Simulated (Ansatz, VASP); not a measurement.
# One calculation of SiC, two programs

```xyz
2
Lattice="0.0000 2.1899 2.1899 2.1899 0.0000 2.1899 2.1899 2.1899 0.0000" Properties=species:S:1:pos:R:3 pbc="T T T"
Si    0.0000    0.0000    0.0000
C     1.0949    1.0949    1.0949
```

Alike in both runs: functional PBE; k mesh 10 × 10 × 10; occupations fermi-dirac, width 0.02 eV; no spin polarisation.

Ansatz relaxed the structure, and its values are those at the end. VASP's run is a single point on that final structure, the one shown.

```csv
,VASP,Ansatz
version,VASP 6.6.1,Ansatz 0.2.0
potentials or method,"VASP PAW PBE potentials, release 64 (Si, C), cutoff 520 eV",PAW plane waves
valence electrons in the cell,8,8
```

|  | VASP | Ansatz | Ansatz less VASP |
| --- | --- | --- | --- |
| gap on the k mesh at the Fermi level (eV) | 1.37 | 1.37 | +0.003 |
| pressure (GPa) | 0.0 | 0.0 | +0.05 |

The functional is the same, so the differences come from potentials, cutoffs and numerics.
